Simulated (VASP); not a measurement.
# C (P6_3/mmc) in VASP: further runs

Runs on C. Level: PBE. Tasks: single point.

Program: VASP 6.6.1. These are calculated values, not measurements. Logs are shortened: lines on timing, memory, paths and dates and some standing lists are left out, and cuts for length are marked.

## 1. The cell of the first run

It takes space group P6_3/mmc (No. 194, hexagonal). The conventional cell has a = 2.151 Å, b = 2.151 Å, c = 3.577 Å, α = 90.00°, β = 90.00°, γ = 120.00°. C (site symmetry -6m2) has 12 C at 2.15 to 2.18 Å within 2.8 Å.

## 2. Single point, PBE (volume scaled by 1.03)

The input, INCAR:

```
SYSTEM = C
  PREC = Accurate
  ENCUT = 600
  EDIFF = 1E-6
  ISMEAR = -1
  SIGMA = 0.03
  LREAL = .FALSE.
  LASPH = .TRUE.
  NELM = 120
  ALGO = Normal
  ISIF = 2
  LWAVE = .FALSE.
  LCHARG = .FALSE.
  GGA = PE
  NBANDS = 11
  GGA_COMPAT = .FALSE.
```

The input, KPOINTS:

```
regular mesh
0
G
  17 17 9
  0 0 0
```

The input, POSCAR:

```
C
1.0
    2.1512928631      0.0000000000      0.0000000000
   -1.0756464315      1.8630742704      0.0000000000
    0.0000000000      0.0000000000      3.5765487209
C
2
Direct
    0.3333333333      0.6666666667      0.2500000000
    0.6666666667      0.3333333333      0.7500000000
```

Potentials or basis: VASP PAW PBE potentials, release 64 (C).

Launch:

```console
cat potpaw_PBE.64/C/POTCAR > POTCAR
mpirun -np 1 vasp_std > vasp.out
```

OUTCAR:

```text
SYSTEM = C
   PREC = Accurate
   ENCUT = 600
   EDIFF = 1E-6
   ISMEAR = -1
   LREAL = .FALSE.
   LASPH = .TRUE.
   NELM = 120
   ISIF = 2
   GGA = PE

 ion  position               nearest neighbor table
   1  0.333  0.667  0.250-
   2  0.667  0.333  0.750-

  LATTYP: Found a hexagonal cell.
 ALAT       =     2.1512928631
 C/A-ratio  =     1.6625113123

  Lattice vectors:

 A1 = (   2.1512928631,   0.0000000000,   0.0000000000)
 A2 = (  -1.0756464315,   1.8630742704,   0.0000000000)
 A3 = (   0.0000000000,   0.0000000000,   3.5765487209)

Analysis of symmetry for initial positions (statically):
=====================================================================
 Subroutine PRICEL returns:
 Original cell was already a primitive cell.

 Routine SETGRP: Setting up the symmetry group for a
 hexagonal supercell.

 Subroutine GETGRP returns: Found 24 space group operations
 (whereof 12 operations were pure point group operations)
 out of a pool of 24 trial point group operations.

The static configuration has the point symmetry D_3d.
 The point group associated with its full space group is D_6h.

Analysis of symmetry for dynamics (positions and initial velocities):
=====================================================================
 Subroutine PRICEL returns:
 Original cell was already a primitive cell.

 Routine SETGRP: Setting up the symmetry group for a
 hexagonal supercell.

 Subroutine GETGRP returns: Found 24 space group operations
 (whereof 12 operations were pure point group operations)
 out of a pool of 24 trial point group operations.

The dynamic configuration has the point symmetry D_3d.
 The point group associated with its full space group is D_6h.

 Subroutine INISYM returns: Found 24 space group operations
 (whereof 12 operations are pure point group operations),
 and found     1 'primitive' translations

----------------------------------------------------------------------------------------

                                     Primitive cell

  volume of cell :      14.3349

  direct lattice vectors                    reciprocal lattice vectors
     2.151292863  0.000000000  0.000000000     0.464836758  0.268373627  0.000000000
    -1.075646432  1.863074270  0.000000000     0.000000000  0.536747255  0.000000000
[... 83 lines left out ...]
   ENCUT  =  600.0 eV  44.10 Ry    6.64 a.u.   4.30  4.30  7.14*2*pi/ulx,y,z
   NELM   =    120;   NELMIN=  2; NELMDL= -5     # of ELM steps
   EDIFF  = 0.1E-05   stopping-criterion for ELM
   LREAL  =      F    real-space projection
   EDIFFG = 0.1E-04   stopping-criterion for IOM
   NSW    =      0    number of steps for IOM
   IBRION =     -1    ionic relax: 0-MD 1-quasi-New 2-CG
   NFREE  =      0    steps in history (QN), initial steepest desc. (CG)
   ISIF   =      2    stress and relaxation
   ISYM   =      2    0-nonsym 1-usesym 2-fastsym
   POTIM  = 0.5000    time-step for ionic-motion
   TEBEG  =    0.0;   TEEND  =   0.0 temperature during run
   PSTRESS=    0.0 pullay stress
   NELECT =       8.0000    total number of electrons
   NUPDOWN=      -1.0000    fix difference up-down
   EMIN   =  10.00;   EMAX   =-10.00  energy-range for DOS
   EFERMI =   0.00;   METHOD = LEGACY
   ISMEAR =    -1;   SIGMA  =   0.03  broadening in eV -4-tet -1-fermi 0-gaus
   EFERMI_NEDOS =   21; number of points for ismear=-14 and -15
   IALGO  =     38    algorithm
   IMIX   =      4    mixing-type and parameters
     AMIX     =   0.40;   BMIX     =  1.00
     AMIX_MAG =   1.60;   BMIX_MAG =  1.00
  volume/ion in A,a.u.               =       7.17        48.37
  Fermi-wavevector in a.u.,A,eV,Ry     =   1.347846  2.547059 24.717545  1.816688
  Thomas-Fermi vector in A             =   2.475563
   LORBIT       =      0    0 simple, 1 ext, 2 COOP (PROOUT), +10 PAW based schemes
   GGA     = PE    functional components
   LHFCALC =     F    Hartree Fock is set to
   AEXX    =    0.0000 exact exchange contribution
   IVDW    =     0    specifies the selected vdW correction
   LEPSILON=     F    determine dielectric tensor
   LRPA    =     F    only Hartree local field effects (RPA)
 non-spin polarized calculation
  energy-cutoff  :      600.00
  volume of cell :       14.33
 maximum number of plane-waves:       501
 NGX is ok and might be reduce to    18
   NGX =  9   NGY =  9   NGZ = 15

 number of electron       8.0000000 magnetization

 Free energy of the ion-electron system (eV)
  ---------------------------------------------------
  ext. energy  EPLUGINS =         0.00000000
  ---------------------------------------------------
  free energy    TOTEN  =        -9.47709893 eV

  energy without entropy =       -9.47544143  energy(sigma->0) =       -9.47627018

 E-fermi :   7.7589     XC(G=0): -12.7856

 val. band max:        7.7067623316   @ k =   0.2941   0.0000   0.3333
 cond. band min:       7.7687791241   @ k =   0.2941   0.2941   0.1111
 fundamental gap:      0.0620167925
 Fermi energy:         7.7588617714

 k-point     1 :       0.0000    0.0000    0.0000
  band No.  band energies     occupation
      1     -11.1497      2.00000
      2      -1.9863      2.00000
      3      -1.0395      2.00000
      4      14.4141      0.00000
      5      14.4141      0.00000
      6      15.7310      0.00000
      7      16.0436      0.00000
      8      16.0436      0.00000
      9      32.7116      0.00000
     10      36.3124      0.00000
     11      36.9923      0.00000
[... 309 lines left out ...]
 k-point    24 :       0.1765    0.1765    0.0000
  band No.  band energies     occupation
      1      -7.7822      2.00000
      2       0.8440      2.00000
      3       2.2997      2.00000
      4       6.9974      2.00000
      5       8.3509      0.00000
      6      12.5685      0.00000
      7      13.2545      0.00000
      8      13.7283      0.00000
      9      27.6043      0.00000
     10      29.7684      0.00000
     11      32.1977      0.00000

 [... further k-points ...]
[... 5 lines left out ...]
  --------------------------------------------------------------------------------------
  -------------------------------------------------------------------------------------
  Total       -0.3734614     -0.3734614     -0.4188477     -0.0000000     -0.0000000     -0.0000000
  in kB      -41.7409571    -41.7409571    -46.8136905     -0.0000000     -0.0000000     -0.0000000
  external PRESSURE =     -43.4318683 kB  Pullay stress =       0.0000000 kB

 VOLUME and BASIS-vectors are now :
 -----------------------------------------------------------------------------
  energy-cutoff  :      600.00
  volume of cell :       14.33
      direct lattice vectors                 reciprocal lattice vectors
     2.151292863  0.000000000  0.000000000     0.464836758  0.268373627  0.000000000
    -1.075646432  1.863074270  0.000000000     0.000000000  0.536747255  0.000000000
     0.000000000  0.000000000  3.576548721     0.000000000  0.000000000  0.279599155

 POSITION                                       TOTAL-FORCE (eV/Angst)
 -----------------------------------------------------------------------------------
     -0.00000      1.24205      0.89414         0.000000     -0.000000      0.000000
      1.07565      0.62102      2.68241        -0.000000      0.000000      0.000000
 -----------------------------------------------------------------------------------
    total drift:                                0.000000     -0.000000      0.000000

  FREE ENERGIE OF THE ION-ELECTRON SYSTEM (eV)
  ---------------------------------------------------
  free  energy   TOTEN  =        -9.4770989279 eV

  energy  without entropy=       -9.4754414266  energy(sigma->0) =       -9.47627018
```

OSZICAR:

```text
N       E                     dE             d eps       ncg     rms          rms(c)
DAV:   1     0.828119710141E+01    0.82812E+01   -0.47367E+03  3662   0.754E+02
DAV:   2    -0.903426093036E+01   -0.17315E+02   -0.16528E+02  5073   0.112E+02
DAV:   3    -0.947534782687E+01   -0.44109E+00   -0.43572E+00  4413   0.140E+01
DAV:   4    -0.947656229803E+01   -0.12145E-02   -0.12133E-02  4128   0.815E-01
DAV:   5    -0.947656369644E+01   -0.13984E-05   -0.13991E-05  4413   0.287E-02    0.117E+00
DAV:   6    -0.947617399701E+01    0.38970E-03   -0.21745E-03  4185   0.324E-01    0.673E-01
DAV:   7    -0.947703890725E+01   -0.86491E-03   -0.34276E-03  3987   0.419E-01    0.514E-02
DAV:   8    -0.947709905265E+01   -0.60145E-04   -0.97556E-05  4431   0.800E-02    0.521E-03
DAV:   9    -0.947709892789E+01    0.12475E-06   -0.25397E-07  2778   0.425E-03
   1 F= -.94770989E+01 E0= -.94762702E+01  d E =-.165750E-02
```

stdout:

```text
POSCAR found type information on POSCAR C
 POSCAR found :  1 types and       2 ions
 scaLAPACK will be used
 LDA part: xc-table for (Slater+PW92), standard interpolation
 POSCAR, INCAR and KPOINTS ok, starting setup
 FFT: planning ... GRIDC
 FFT: planning ... GRID_SOFT
 FFT: planning ... GRID
 WAVECAR not read
 entering main loop
```

It took 38 s on 1 thread of AMD EPYC 7R13, shared host; peak memory 0.11 GiB.

What came out:

```
Free energy            : -9.4771 eV
Pressure               : -4.3 GPa
Band gap on the k mesh : zero (band 4 reaches 14.46 eV, above the bottom of band 5 at 3.96 eV)
```

Stress tensor (GPa, compression positive):
```
-4.17  0.00  0.00
 0.00 -4.17  0.00
 0.00  0.00 -4.68
```

Caveat: the cell differs from its parent crystal (volume scaled by 1.03).

## 3. Single point, PBE (volume scaled by 1.06)

The input, INCAR:

```
ALGO = Normal
EDIFF = 1E-6
ENCUT = 600
GGA = PE
GGA_COMPAT = F
ISIF = 2
ISMEAR = -1
LASPH = T
LCHARG = T
LELF = T
LREAL = F
LVHAR = T
LWAVE = F
NBANDS = 11
NELM = 120
PREC = Accurate
SIGMA = 0.03
```

The input, KPOINTS:

```
k-points
0
Gamma
  17 17 9
```

The input, POSCAR:

```
C
1.0
    2.1719796404      0.0000000000      0.0000000000
   -1.0859898202      1.8809895451      0.0000000000
    0.0000000000      0.0000000000      3.6109407222
C
2
Direct
    0.3333333333      0.6666666667      0.2500000000
    0.6666666667      0.3333333333      0.7500000000
```

Potentials or basis: VASP PAW PBE potentials, release 64 (C).

Launch:

```console
cat potpaw_PBE.64/C/POTCAR > POTCAR
mpirun -np 1 vasp_std > vasp.out
```

OUTCAR:

```text
EDIFF = 1E-6
   ENCUT = 600
   GGA = PE
   ISIF = 2
   ISMEAR = -1
   LASPH = T
   LREAL = F
   NELM = 120
   PREC = Accurate

 ion  position               nearest neighbor table
   1  0.333  0.667  0.250-
   2  0.667  0.333  0.750-

  LATTYP: Found a hexagonal cell.
 ALAT       =     2.1719796404
 C/A-ratio  =     1.6625113123

  Lattice vectors:

 A1 = (   2.1719796404,   0.0000000000,   0.0000000000)
[... 511 lines left out ...]
      2       0.5022      2.00000
      3       2.1186      2.00000
      4       6.6079      2.00000
      5       7.9704      0.00000
      6      12.0198      0.00000
      7      12.7261      0.00000
      8      13.1977      0.00000
      9      27.0076      0.00000
     10      29.0879      0.00000
     11      31.4622      0.00000

 [... further k-points ...]
[... 5 lines left out ...]
  --------------------------------------------------------------------------------------
  -------------------------------------------------------------------------------------
  Total       -0.7065372     -0.7065372     -0.8139972      0.0000000      0.0000000      0.0000000
  in kB      -76.7331676    -76.7331676    -88.4038094      0.0000000      0.0000000      0.0000000
  external PRESSURE =     -80.6233815 kB  Pullay stress =       0.0000000 kB

 VOLUME and BASIS-vectors are now :
 -----------------------------------------------------------------------------
  energy-cutoff  :      600.00
  volume of cell :       14.75
      direct lattice vectors                 reciprocal lattice vectors
     2.171979640  0.000000000  0.000000000     0.460409472  0.265817533  0.000000000
    -1.085989820  1.880989545  0.000000000     0.000000000  0.531635065  0.000000000
     0.000000000  0.000000000  3.610940722     0.000000000  0.000000000  0.276936144

 POSITION                                       TOTAL-FORCE (eV/Angst)
 -----------------------------------------------------------------------------------
     -0.00000      1.25399      0.90274         0.000000      0.000000      0.000000
      1.08599      0.62700      2.70821        -0.000000      0.000000      0.000000
 -----------------------------------------------------------------------------------
    total drift:                                0.000000     -0.000000      0.000000

  FREE ENERGIE OF THE ION-ELECTRON SYSTEM (eV)
  ---------------------------------------------------
  free  energy   TOTEN  =        -9.4614369456 eV

  energy  without entropy=       -9.4599119688  energy(sigma->0) =       -9.46067446
```

OSZICAR:

```text
N       E                     dE             d eps       ncg     rms          rms(c)
DAV:   1     0.868654254483E+01    0.86865E+01   -0.47327E+03  3662   0.757E+02
DAV:   2    -0.902613367543E+01   -0.17713E+02   -0.16918E+02  5104   0.112E+02
DAV:   3    -0.946123821601E+01   -0.43510E+00   -0.42885E+00  4422   0.140E+01
DAV:   4    -0.946246475681E+01   -0.12265E-02   -0.12265E-02  4125   0.838E-01
DAV:   5    -0.946246632793E+01   -0.15711E-05   -0.15710E-05  4419   0.308E-02    0.113E+00
DAV:   6    -0.946096632034E+01    0.15000E-02   -0.27237E-03  4212   0.357E-01    0.642E-01
DAV:   7    -0.946136636205E+01   -0.40004E-03   -0.40273E-03  4044   0.447E-01    0.539E-02
DAV:   8    -0.946143704892E+01   -0.70687E-04   -0.10482E-04  4398   0.832E-02    0.525E-03
DAV:   9    -0.946143694558E+01    0.10334E-06   -0.28900E-07  2828   0.446E-03
   1 F= -.94614369E+01 E0= -.94606745E+01  d E =-.152498E-02
```

It took 42 s on 1 thread of AMD EPYC 7R13, shared host; peak memory 0.11 GiB.

Results:

```
Free energy            : -9.4614 eV
Pressure               : -8.1 GPa
Band gap on the k mesh : zero (band 4 reaches 13.90 eV, above the bottom of band 5 at 3.64 eV)
```

Stress tensor (GPa, compression positive):
```
-7.67  0.00  0.00
 0.00 -7.67  0.00
 0.00  0.00 -8.84
```

Caveat: the cell differs from its parent crystal (volume scaled by 1.06).

## 4. Single point, PBE

This run uses another cell than the first one, of 6.96 Å³/atom, 0.971 times its volume.

The input, INCAR:

```
  PREC = Accurate
  ENCUT = 600
  EDIFF = 1E-6
  ISMEAR = -1
  SIGMA = 0.03
  LREAL = False
  LASPH = True
  NELM = 120
  ALGO = Normal
  ISIF = 2
  LWAVE = False
  LCHARG = False
  GGA = PE
  NBANDS = 11
  GGA_COMPAT = False
```

The input, KPOINTS:

```
Automatic mesh
0
Gamma
  17 17 9
```

The input, POSCAR:

```
C
1.0
    2.1302004010      0.0000000000      0.0000000000
   -1.0651002005      1.8448076625      0.0000000000
    0.0000000000      0.0000000000      3.5414822602
C
2
Direct
    0.3333333333      0.6666666667      0.2500000000
    0.6666666667      0.3333333333      0.7500000000
```

Launch:

```console
cat potpaw_PBE.64/C/POTCAR > POTCAR
mpirun -np 1 vasp_std > vasp.out
```

It took 7.5 s on 1 thread of Intel Xeon 6975P-C (Granite Rapids), shared host; peak memory 0.13 GiB.

It converged, with:

```
Free energy            : -9.4824 eV
Pressure               : -0.1 GPa
Band gap on the k mesh : zero (band 4 reaches 15.06 eV, above the bottom of band 5 at 4.30 eV)
```

Levels at points of the mesh, in eV from the Fermi level:
```tsv
k point	band 2	band 3	band 4	band 5	band 6	band 7
(0.00, 0.00, 0.00)	-9.85	-9.10	6.84	6.84	8.21	8.53
```

## 5. Summary

| cell | gap on the mesh (eV) | pressure (GPa) |
| --- | --- | --- |
| a = 2.151, b = 2.151, c = 3.577 Å, angles 90.0, 90.0, 120.0°, 2 atoms | none | -4.3 |
| a = 2.172, b = 2.172, c = 3.611 Å, angles 90.0, 90.0, 120.0°, 2 atoms | none | -8.1 |
| a = 2.130, b = 2.130, c = 3.541 Å, angles 90.0, 90.0, 120.0°, 2 atoms | none | -0.1 |

Alike in all rows: task single point; level PBE; potentials or basis VASP PAW PBE potentials, release 64 (C); no spin polarisation; k mesh 17 × 17 × 9; cutoff (eV) 600; smearing fermi-dirac 0.03 eV.

Total energies depend on the potentials used, so only differences within one code and one set of settings carry meaning.
